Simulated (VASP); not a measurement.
# Al2Cu (I4/mcm) in VASP: further runs

The runs below take Al2Cu through single point, with PBEsol.

All numbers are computed with VASP 6.6.1; they aren't measurements. Logs are shortened: lines on timing, memory, paths and dates and some standing lists are left out, and cuts for length are marked.

### 1 The cell of the first run

It takes space group I4/mcm (No. 140, tetragonal). Conventional cell: a = 6.173 Å, b = 6.173 Å, c = 4.972 Å, α = 90.00°, β = 90.00°, γ = 90.00°. Al (site symmetry m2m) has 4 Cu at 2.63 Å and 11 Al at 2.78 to 3.28 Å within 3.5 Å. Within 3.3 Å of Cu (site symmetry 422) lie 2 Cu at 2.49 Å and 8 Al at 2.63 Å.

### 2 Single point, PBEsol

INCAR

```
PREC     = Accurate       # precision mode
ENCUT    = 520            # plane-wave cutoff, eV
EDIFF    = 1E-6           # SCF threshold, eV
ISMEAR   = 0              # smearing method
SIGMA    = 0.15           # smearing width, eV
LREAL    = F              # projectors in reciprocal space
LASPH    = T              # aspherical terms in the spheres
NELM     = 80             # most SCF steps
ALGO     = Fast           # electronic algorithm
ISIF     = 2              # what is computed and relaxed
LWAVE    = F              # write WAVECAR
LCHARG   = T              # write CHGCAR
GGA      = PS             # functional
LELF     = T              # ELF
LVHAR    = T            
NBANDS   = 26             # bands
```

KPOINTS

```
Automatic mesh
0
Gamma
  10 10 10
```

POSCAR

```
Al2Cu
1.0
   -3.0864000000      3.0864000000      2.4862000000
    3.0864000000     -3.0864000000      2.4862000000
    3.0864000000      3.0864000000     -2.4862000000
Al Cu
4 2
Direct
    0.1593210787      0.6593210787      0.8186421574
    0.6593210787      0.8406789213      0.5000000000
    0.8406789213      0.3406789213      0.1813578426
    0.3406789213      0.1593210787      0.5000000000
    0.7500000000      0.7500000000      0.0000000000
    0.2500000000      0.2500000000      0.0000000000
```

Potentials or basis: VASP PAW PBE potentials, release 64 (Al, Cu).

On the command line:

```bash
cat potpaw_PBE.64/Al/POTCAR potpaw_PBE.64/Cu/POTCAR > POTCAR
mpirun -np 1 vasp_std > vasp.out
```

OUTCAR:

```text
PREC = Accurate
   ENCUT = 520
   EDIFF = 1E-6
   ISMEAR = 0
   LREAL = F
   LASPH = T
   NELM = 80
   ISIF = 2
   GGA = PS

 ion  position               nearest neighbor table
   1  0.159  0.659  0.819-   5 2.63   6 2.63   5 2.63   6 2.63   3 2.78   3 2.95   3 2.95   4 3.17
                             2 3.17   2 3.17   4 3.17   4 3.28   2 3.28   2 3.28   4 3.28
   2  0.659  0.841  0.500-   6 2.63   5 2.63   5 2.63   6 2.63   4 2.78   4 2.95   4 2.95   3 3.17
                             1 3.17   1 3.17   3 3.17   1 3.28   3 3.28   1 3.28   3 3.28
   3  0.841  0.341  0.181-   5 2.63   6 2.63   5 2.63   6 2.63   1 2.78   1 2.95   1 2.95   2 3.17
                             4 3.17   4 3.17   2 3.17   4 3.28   2 3.28   4 3.28   2 3.28
   4  0.341  0.159  0.500-   5 2.63   6 2.63   6 2.63   5 2.63   2 2.78   2 2.95   2 2.95   3 3.17
                             1 3.17   1 3.17   3 3.17   1 3.28   3 3.28   3 3.28   1 3.28
   5  0.750  0.750  0.000-   6 2.49   6 2.49   4 2.63   2 2.63   4 2.63   2 2.63   1 2.63   3 2.63
                             3 2.63   1 2.63
   6  0.250  0.250  0.000-   5 2.49   5 2.49   2 2.63   4 2.63   2 2.63   4 2.63   3 2.63   1 2.63
                             1 2.63   3 2.63

  LATTYP: Found a body centered tetragonal cell.
 ALAT       =     6.1728000000
 C/A-ratio  =     0.8055339554

  Lattice vectors:

 A1 = (  -3.0864000000,   3.0864000000,   2.4862000000)
 A2 = (   3.0864000000,  -3.0864000000,   2.4862000000)
 A3 = (   3.0864000000,   3.0864000000,  -2.4862000000)

Analysis of symmetry for initial positions (statically):
=====================================================================
 Subroutine PRICEL returns:
 Original cell was already a primitive cell.

 Routine SETGRP: Setting up the symmetry group for a
 body centered tetragonal supercell.

 Subroutine GETGRP returns: Found 16 space group operations
 (whereof  8 operations were pure point group operations)
 out of a pool of 16 trial point group operations.

The static configuration has the point symmetry C_4h.
 The point group associated with its full space group is D_4h.

Analysis of symmetry for dynamics (positions and initial velocities):
=====================================================================
 Subroutine PRICEL returns:
 Original cell was already a primitive cell.

 Routine SETGRP: Setting up the symmetry group for a
 body centered tetragonal supercell.

 Subroutine GETGRP returns: Found 16 space group operations
 (whereof  8 operations were pure point group operations)
 out of a pool of 16 trial point group operations.

The dynamic configuration has the point symmetry C_4h.
 The point group associated with its full space group is D_4h.

 Subroutine INISYM returns: Found 16 space group operations
[... 113 lines left out ...]
   POTIM  = 0.5000    time-step for ionic-motion
   TEBEG  =    0.0;   TEEND  =   0.0 temperature during run
   PSTRESS=    0.0 pullay stress
   NELECT =      34.0000    total number of electrons
   NUPDOWN=      -1.0000    fix difference up-down
   EMIN   =  10.00;   EMAX   =-10.00  energy-range for DOS
   EFERMI =   0.00;   METHOD = LEGACY
   ISMEAR =     0;   SIGMA  =   0.15  broadening in eV -4-tet -1-fermi 0-gaus
   EFERMI_NEDOS =   21; number of points for ismear=-14 and -15
   IALGO  =     68    algorithm
   IMIX   =      4    mixing-type and parameters
     AMIX     =   0.40;   BMIX     =  1.00
     AMIX_MAG =   1.60;   BMIX_MAG =  1.00
  volume/ion in A,a.u.               =      15.79       106.55
  Fermi-wavevector in a.u.,A,eV,Ry     =   1.163414  2.198534 18.415925  1.353532
  Thomas-Fermi vector in A             =   2.299964
   LORBIT       =      0    0 simple, 1 ext, 2 COOP (PROOUT), +10 PAW based schemes
   GGA     = PS    functional components
   LHFCALC =     F    Hartree Fock is set to
   AEXX    =    0.0000 exact exchange contribution
   IVDW    =     0    specifies the selected vdW correction
   LEPSILON=     F    determine dielectric tensor
   LRPA    =     F    only Hartree local field effects (RPA)
 non-spin polarized calculation
 RMM-DIIS sequential band-by-band and
 Gauss-broadening in eV      SIGMA  =   0.15
  energy-cutoff  :      520.00
  volume of cell :       94.73
 maximum number of plane-waves:      2581
 NGX is ok and might be reduce to    40
   NGX = 19   NGY = 19   NGZ = 19

 number of electron      34.0000019 magnetization

 Free energy of the ion-electron system (eV)
  ---------------------------------------------------
  ext. energy  EPLUGINS =         0.00000000
  ---------------------------------------------------
  free energy    TOTEN  =       -25.82246643 eV

  energy without entropy =      -25.80005943  energy(sigma->0) =      -25.81126293

 E-fermi :   7.2398     XC(G=0): -10.7057

 val. band max:        7.2353147410   @ k =  -0.1000   0.3000   0.1000
 cond. band min:       7.2777169933   @ k =   0.3000   0.2000   0.2000
 fundamental gap:      0.0424022524
 Fermi energy:         7.2398047731

 k-point     1 :       0.0000    0.0000    0.0000
  band No.  band energies     occupation
      1      -3.0795      2.00000
      2       2.2034      2.00000
      3       2.4307      2.00000
      4       2.4307      2.00000
      5       2.4635      2.00000
      6       3.2893      2.00000
[... 685 lines left out ...]
     25      13.9864      0.00000
     26      14.8376      0.00000

 [... further k-points ...]

------------------------ aborting loop because EDIFF is reached ----------------------------------------

  FORCE on cell =-STRESS in cart. coord.  units (eV):
  Direction    XX          YY          ZZ          XY          YZ          ZX
  --------------------------------------------------------------------------------------
  -------------------------------------------------------------------------------------
  Total       -4.5821429     -4.5821429     -4.6294540      0.0000000     -0.0000000      0.0000000
  in kB      -77.4959023    -77.4959023    -78.2960552      0.0000000     -0.0000000      0.0000000
  external PRESSURE =     -77.7626199 kB  Pullay stress =       0.0000000 kB

 VOLUME and BASIS-vectors are now :
 -----------------------------------------------------------------------------
  energy-cutoff  :      520.00
  volume of cell :       94.73
      direct lattice vectors                 reciprocal lattice vectors
    -3.086400000  3.086400000  2.486200000     0.000000000  0.162001037  0.201110128
     3.086400000 -3.086400000  2.486200000     0.162001037  0.000000000  0.201110128
     3.086400000  3.086400000 -2.486200000     0.162001037  0.162001037  0.000000000

 POSITION                                       TOTAL-FORCE (eV/Angst)
 -----------------------------------------------------------------------------------
      4.06986      0.98346      0.00000         0.034698      0.034698     -0.000000
      2.10294      0.98346      2.48620        -0.034698      0.034698     -0.000000
     -0.98346      2.10294      2.48620        -0.034698     -0.034698      0.000000
      0.98346      2.10294      0.00000         0.034698     -0.034698     -0.000000
      0.00000      0.00000      3.72930         0.000000      0.000000     -0.000000
      0.00000      0.00000      1.24310         0.000000      0.000000     -0.000000
 -----------------------------------------------------------------------------------
    total drift:                               -0.000000     -0.000000      0.000000

  FREE ENERGIE OF THE ION-ELECTRON SYSTEM (eV)
  ---------------------------------------------------
  free  energy   TOTEN  =       -25.8224664277 eV

  energy  without entropy=      -25.8000594324  energy(sigma->0) =      -25.81126293
```

Wall time 3.9 min (1 thread of AMD EPYC 9R45 (Zen 5), shared host); peak memory 0.35 GiB.

What came out:

```yaml
Free_energy: -25.8225 eV
Pressure: -7.8 GPa
Largest_force: 0.049 eV/Å
Band_gap_on_the_k_mesh: zero (bands 17 and 18 overlap by 4.17 eV)
```

Forces on the atoms (eV/Å):
```
Al   0.035  0.035  0.000
Al  -0.035  0.035  0.000
Al  -0.035 -0.035  0.000
Al   0.035 -0.035  0.000
Cu   0.000  0.000  0.000
Cu   0.000  0.000  0.000
```

Stress tensor (GPa, compression positive):
```
-7.75  0.00  0.00
 0.00 -7.75  0.00
 0.00  0.00 -7.83
```

Caveat: the cell stands under tension; the PAW data sets were made with another functional, which shifts forces and pressure a little.

### 3 Single point, PBEsol

INCAR

```
PREC = Accurate
ENCUT = 520
EDIFF = 1E-6
ISMEAR = 0
SIGMA = 0.15
LREAL = False
LASPH = True
NELM = 60
ALGO = Fast
ISIF = 2
LWAVE = False
LCHARG = False
GGA = PS
NBANDS = 26
```

KPOINTS

```
regular mesh
0
Gamma
  10 10 10
```

Changes to POSCAR since step 2:

```diff
@@ -2,5 +2,5 @@
 1.0
-   -3.0864000000      3.0864000000      2.4862000000
-    3.0864000000     -3.0864000000      2.4862000000
-    3.0864000000      3.0864000000     -2.4862000000
+   -3.1463500000      3.1463500000      2.3896500000
+    3.1463500000     -3.1463500000      2.3896500000
+    3.1463500000      3.1463500000     -2.3896500000
 Al Cu
```

Potentials or basis: VASP PAW PBE potentials, release 64 (Al, Cu).

On the command line:

```bash
cat potpaw_PBE.64/Al/POTCAR potpaw_PBE.64/Cu/POTCAR > POTCAR
mpirun -np 1 vasp_std > vasp.out
```

Wall time 3.3 min (1 thread of AMD EPYC 9R45 (Zen 5), shared host); peak memory 0.35 GiB.

It converged, with:

```
Free energy            : -25.7482 eV
Pressure               : -7.5 GPa
Largest force          : 0.077 eV/Å
Band gap on the k mesh : zero (bands 17 and 18 overlap by 4.57 eV)
```

Forces in eV/Å, atoms in the order of the input:
```
Al  -0.054 -0.054  0.000
Al   0.054 -0.054  0.000
Al   0.054  0.054  0.000
Al  -0.054  0.054  0.000
Cu   0.000  0.000  0.000
Cu   0.000  0.000  0.000
```

Stress tensor (GPa, compression positive):
```
-9.88  0.00  0.00
 0.00 -9.88  0.00
 0.00  0.00 -2.63
```

Levels at points of the mesh, in eV from the Fermi level:
| k point | band 14 | band 15 | band 16 | band 17 | band 18 | band 19 | band 20 | band 21 |
| --- | --- | --- | --- | --- | --- | --- | --- | --- |
| (0.00, 0.00, 0.00) | -2.22 | -1.11 | -1.00 | -1.00 | -0.98 | -0.15 | 0.15 | 1.51 |
| (0.50, 0.00, 0.00) | -3.05 | -2.61 | -2.61 | -0.03 | -0.03 | 3.42 | 3.42 | 3.77 |
| (0.50, 0.50, 0.00) | -2.34 | -1.72 | -1.56 | -0.80 | -0.46 | 0.27 | 0.62 | 4.42 |
| (0.50, 0.50, 0.50) | -3.01 | -3.01 | -1.62 | 2.69 | 2.94 | 2.94 | 2.98 | 3.90 |

Caveat: the cell stands under tension; the PAW data sets were made with another functional, which shifts forces and pressure a little.

### 4 Single point, PBEsol

INCAR

```
SYSTEM = Al2Cu
ALGO = Fast
EDIFF = 1E-7
ENCUT = 520
GGA = PS
ISIF = 2
ISMEAR = 0
LASPH = .TRUE.
LCHARG = .FALSE.
LREAL = .FALSE.
LWAVE = .FALSE.
NBANDS = 26
NELM = 100
PREC = Accurate
SIGMA = 0.15
```

KPOINTS

```
k-points
0
G
  10 10 10
  0 0 0
```

Changes to POSCAR since step 3:

```diff
@@ -2,5 +2,5 @@
 1.0
-   -3.1463500000      3.1463500000      2.3896500000
-    3.1463500000     -3.1463500000      2.3896500000
-    3.1463500000      3.1463500000     -2.3896500000
+   -3.1163500000      3.1163500000      2.4379500000
+    3.1163500000     -3.1163500000      2.4379500000
+    3.1163500000      3.1163500000     -2.4379500000
 Al Cu
```

On the command line:

```bash
cat potpaw_PBE.64/Al/POTCAR potpaw_PBE.64/Cu/POTCAR > POTCAR
mpirun -np 1 vasp_std > vasp.out
```

It took 4.1 min on 1 thread of AMD EPYC 9R45 (Zen 5), shared host; peak memory 0.35 GiB.

Results (log left out):

```yaml
Free_energy: -25.8055 eV
Pressure: -7.6 GPa
Largest_force: 0.014 eV/Å
Band_gap_on_the_k_mesh: zero (bands 17 and 18 overlap by 4.44 eV)
```

Forces on the atoms (eV/Å):
```
Al  -0.010 -0.010  0.000
Al   0.010 -0.010  0.000
Al   0.010  0.010  0.000
Al  -0.010  0.010  0.000
Cu   0.000  0.000  0.000
Cu   0.000  0.000  0.000
```

Stress tensor (GPa, compression positive):
```
-8.72  0.00  0.00
 0.00 -8.72  0.00
 0.00  0.00 -5.42
```

Levels at points of the mesh, in eV from the Fermi level:
```
           k point  band 13  band 14  band 15  band 16  band 17  band 18  band 19  band 20  band 21  band 22
(0.00, 0.00, 0.00)    -2.94    -2.04    -1.13    -1.05    -1.05    -0.93    -0.35     0.16     1.37     1.37
(0.50, 0.00, 0.00)    -2.99    -2.99    -2.56    -2.56     0.10     0.10     3.64     3.64     3.98     3.98
(0.50, 0.50, 0.00)    -2.54    -2.53    -1.52    -1.33    -0.96    -0.57     0.49     0.87     4.50     4.69
(0.50, 0.50, 0.50)    -3.25    -3.04    -3.04    -1.70     2.58     2.93     2.93     3.08     3.80     4.52
```

Caveat: the cell stands under tension; the PAW data sets were made with another functional, which shifts forces and pressure a little.

### 5 Single point, PBEsol

INCAR

```
PREC = Accurate ; ENCUT = 520
EDIFF = 1E-6 ; ISMEAR = 0
SIGMA = 0.15 ; LREAL = F
LASPH = T ; NELM = 60
ALGO = Fast ; ISIF = 2
LWAVE = F ; LCHARG = T
GGA = PS ; LELF = T
LVHAR = T ; NBANDS = 26
```

KPOINTS

```
Automatic mesh
0
Gamma
  10 10 10
```

Changes to POSCAR since step 4:

```diff
@@ -2,5 +2,5 @@
 1.0
-   -3.1163500000      3.1163500000      2.4379500000
-    3.1163500000     -3.1163500000      2.4379500000
-    3.1163500000      3.1163500000     -2.4379500000
+   -3.0564500000      3.0564500000      2.5345000000
+    3.0564500000     -3.0564500000      2.5345000000
+    3.0564500000      3.0564500000     -2.5345000000
 Al Cu
```

On the command line:

```bash
cat potpaw_PBE.64/Al/POTCAR potpaw_PBE.64/Cu/POTCAR > POTCAR
mpirun -np 1 vasp_std > vasp.out
```

It took 4.1 min on 1 thread of AMD EPYC 9R45 (Zen 5), shared host; peak memory 0.35 GiB.

Results (log left out):

- Free energy: -25.8063 eV
- Pressure: -7.7 GPa
- Largest force: 0.113 eV/Å
- Band gap on the k mesh: zero (bands 17 and 18 overlap by 3.91 eV)

Forces in eV/Å, atoms in the order of the input:
```
Al   0.080  0.080  0.000
Al  -0.080  0.080  0.000
Al  -0.080 -0.080  0.000
Al   0.080 -0.080  0.000
Cu   0.000  0.000  0.000
Cu   0.000  0.000  0.000
```

Stress tensor (GPa, compression positive):
```
-6.71  0.00  0.00
 0.00 -6.71  0.00
 0.00  0.00 -9.55
```

Levels at points of the mesh, in eV from the Fermi level:
```csv
k point,band 14,band 15,band 16,band 17,band 18,band 19,band 20,band 21
"(0.00, 0.00, 0.00)",-1.67,-1.39,-1.12,-1.12,-0.79,-0.50,0.20,1.13
"(0.50, 0.00, 0.00)",-2.87,-2.45,-2.45,0.35,0.35,3.87,3.87,4.10
"(0.50, 0.50, 0.00)",-2.66,-1.26,-1.14,-0.87,-0.80,0.94,1.36,4.69
"(0.50, 0.50, 0.50)",-3.11,-3.10,-1.84,2.40,2.95,2.95,3.31,3.62
```

Caveat: the cell stands under tension; the PAW data sets were made with another functional, which shifts forces and pressure a little.

### 6 Summary

| cell | further INCAR settings | gap on the mesh (eV) | pressure (GPa) | largest force (eV/Å) |
| --- | --- | --- | --- | --- |
| a = 5.023 Å, angles 104.2, 104.2, 120.7°, 6 atoms | ALGO = Fast; EDIFF = 1e-06; NBANDS = 26 | none | -7.8 | 0.05 |
| a = 5.051 Å, angles 102.9, 102.9, 123.5°, 6 atoms | ALGO = Fast; EDIFF = 1e-06; NBANDS = 26 | none | -7.5 | 0.08 |
| a = 5.037 Å, angles 103.6, 103.6, 122.1°, 6 atoms | ALGO = Fast; EDIFF = 1e-07; NBANDS = 26 | none | -7.6 | 0.01 |
| a = 5.011 Å, angles 104.8, 104.8, 119.2°, 6 atoms | ALGO = Fast; EDIFF = 1e-06; NBANDS = 26 | none | -7.7 | 0.11 |

Alike in all rows: task single point; level PBEsol; potentials or basis VASP PAW PBE potentials, release 64 (Al, Cu); no spin polarisation; k mesh 10 × 10 × 10; cutoff (eV) 520; smearing gaussian 0.15 eV.

Caveats: the cell stands under tension; the PAW data sets were made with another functional, which shifts forces and pressure a little.

Total energies depend on the potentials used, so only differences within one code and one set of settings carry meaning.
